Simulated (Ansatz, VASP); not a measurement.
## C: VASP beside Ansatz

INCAR

```
  PREC = Accurate
  ENCUT = 520
  EDIFF = 1E-6
  ISMEAR = -1
  SIGMA = 0.05
  LREAL = F
  LASPH = T
  NELM = 80
  ALGO = Normal
  ISIF = 2
  LWAVE = F
  LCHARG = F
  GGA = B5
  ALDAX = 1.0
  AGGAX = 1.0
  AGGAC = 1.0
  ALDAC = 0.0
  IVDW = 12
  VDW_S6 = 1.0
  VDW_S8 = 2.6996
  VDW_A1 = 0.4298
  VDW_A2 = 4.2359
  NBANDS = 11
```

Contents of KPOINTS:

```
regular mesh
0
Gamma
  13 13 13
```

The input POSCAR:

```
C
1.0
    0.0000000000      1.7469644787      1.7469644787
    1.7469644787      0.0000000000      1.7469644787
    1.7469644787      1.7469644787      0.0000000000
C
2
Direct
    0.7500000000      0.7500000000      0.7500000000
    0.5000000000      0.5000000000      0.5000000000
```

Contents of input.yaml:

```yaml
crystal:
  lattice:
    - [0.0, 1.7469644787, 1.7469644787]
    - [1.7469644787, 0.0, 1.7469644787]
    - [1.7469644787, 1.7469644787, 0.0]
  atoms:
    - { symbol: C, position: [0.75, 0.75, 0.75] }
    - { symbol: C, position: [0.5, 0.5, 0.5] }
hamiltonian:
  xc: blyp
  pseudopotentials: { kind: paw }
  dispersion: d3bj
kpoints:
  mp_grid: { grid: [13, 13, 13] }
scf:
  occupations: { method: fermi_dirac, width: 0.05 }
output:
  forces: true
  stress: true
  eigenvalues: true
  write_density: true
  write_potential: true
  elf: true
  volumetric_format: npy
```

Alike in both runs: task single point; functional BLYP; dispersion D3(BJ); k mesh 13 × 13 × 13; occupations fermi-dirac, width 0.05 eV; no spin polarisation.

```csv
,VASP,Ansatz
version,VASP 6.6.1,Ansatz 0.2.0
potentials or method,"VASP PAW PBE potentials, release 64 (C)",Ansatz PAW
plane-wave cutoff (eV),520,420
valence electrons in the cell,8,8
```

|  | VASP | Ansatz | Ansatz less VASP |
| --- | --- | --- | --- |
| gap on the k mesh at the Fermi level (eV) | 4.63 | 4.62 | -0.005 |
| least direct gap on the mesh (eV) | 5.93 | 5.91 | -0.012 |

VASP's potentials were made for PBE, not for BLYP.

Noted on Ansatz's run: Pulay correction over one GPa; odd divisions of the mesh miss points on the zone boundary, where band edges often lie, so the gap on the mesh can be too wide.
